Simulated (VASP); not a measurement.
O:

```
CELL_PARAMETERS angstrom
3.07005 0.00000 0.00000
1.53503 2.65875 0.00000
1.53503 0.88625 2.50669
ATOMIC_POSITIONS crystal
O 0.25000 0.25000 0.25000
O 0.00000 0.00000 0.00000
```

| Property | Result |
| --- | --- |
| Program | VASP 6.6.1 |
| Task | relaxation of cell and atoms |
| Functional | BLYP |
| Dispersion | D3(BJ) |
| Potentials or basis | VASP PAW PBE potentials, release 64 (O) |
| Cutoff | 600 eV |
| k mesh | 6 × 6 × 6 |
| Occupations | fermi-dirac, width 0.05 eV |
| Spin | no spin polarisation |

At the start: pressure 9.0 GPa; volume 10.23 Å³/atom.

Where does the relaxation end?

Over 3 steps the energy falls by 19.9 meV/atom and the volume is 10.96 Å³/atom (+7.2 %); space group Fd-3m (No. 227, to 0.05 Å).

The path:
| step | energy change (eV) | largest force (eV/Å) | pressure (GPa) | volume (Å³) |
| --- | --- | --- | --- | --- |
| 1 | 0.0000 | 0.0000 | 9.02 | 20.46 |
| 2 | -0.0385 | 0.0000 | -1.55 | 22.21 |
| 3 | -0.0399 | 0.0000 | -0.01 | 21.93 |

Final structure:
```cif
data_structure
_symmetry_space_group_name_H-M 'P 1'
_symmetry_Int_Tables_number 1
_cell_length_a 3.1416
_cell_length_b 3.1416
_cell_length_c 3.1416
_cell_angle_alpha 60.000
_cell_angle_beta 60.000
_cell_angle_gamma 60.000
_cell_volume 21.93
loop_
_atom_site_label
_atom_site_type_symbol
_atom_site_fract_x
_atom_site_fract_y
_atom_site_fract_z
_atom_site_occupancy
O1 O 0.25000 0.25000 0.25000 1
O2 O 0.00000 0.00000 0.00000 1
```

Caveat: the k points lie up to 0.41 Å⁻¹ apart in the final cell; the PAW data sets were made with another functional, which shifts forces and pressure a little; pairwise dispersion overbinds metals, which lowers pressure and volume.
